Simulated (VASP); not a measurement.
Input of a VASP 6.6.1 run:

INCAR

```
  ALGO = Normal
  EDIFF = 1E-7
  ENCUT = 520
  GGA = PE
  ISIF = 2
  ISMEAR = -1
  LASPH = T
  LCHARG = F
  LREAL = F
  LWAVE = F
  NBANDS = 16
  NELM = 60
  PREC = Accurate
  SIGMA = 0.05
```

KPOINTS

```
k-points
0
Gamma
  9 9 9
```

The input POSCAR:

```
TiN
1.0
    0.0000000000      2.1220000000      2.1220000000
    2.1220000000      0.0000000000      2.1220000000
    2.1220000000      2.1220000000      0.0000000000
Ti N
1 1
Direct
    0.0000000000      0.0000000000      0.0000000000
    0.5000000000      0.5000000000      0.5000000000
```

Potentials or basis: VASP PAW PBE potentials, release 64 (Ti_sv, N).

Command:

```sh
$ cat potpaw_PBE.64/Ti_sv/POTCAR potpaw_PBE.64/N/POTCAR > POTCAR
$ mpirun -np 1 vasp_std > vasp.out
```

Question: What does it give for the pressure?

Answer: 1.0 GPa.
